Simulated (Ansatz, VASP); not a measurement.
Au: VASP beside Ansatz

```
Au
1.0
     2.90000    0.00000    0.00000
    -1.45000    2.51147    0.00000
     0.00000    0.00000    4.88000
Au
2
Direct
  0.33333 0.66667 0.75000
  0.66667 0.33333 0.25000
```

Alike in both runs: task single point; functional LDA; k mesh 9 × 9 × 4; occupations gaussian, width 0.1 eV; no spin polarisation.

|  | VASP | Ansatz |
| --- | --- | --- |
| version | VASP 6.6.1 | Ansatz 0.2.0 |
| potentials or method | VASP PAW LDA potentials, release 64 (Au), cutoff 520 eV | scalar-relativistic, plane waves, PAW |
| valence electrons in the cell | 22 | 38 |

|  | VASP | Ansatz | Ansatz less VASP |
| --- | --- | --- | --- |
| gap on the k mesh at the Fermi level (eV) | none | none | - |
| pressure (GPa) | -10.3 | -10.6 | -0.39 |
| traceless stress, the component that is largest in VASP (GPa) | -0.28 | -0.21 | +0.076 |

LDA's correlation is that of Perdew and Zunger in VASP and of Perdew and Wang (1992) in Ansatz. A gap of «none» marks a metal or a gap that the smearing closes. VASP's potentials hold 22 valence electrons a cell and Ansatz's 38, so a difference there can come from the potentials and not from the codes.

Neither program's run includes spin-orbit coupling.
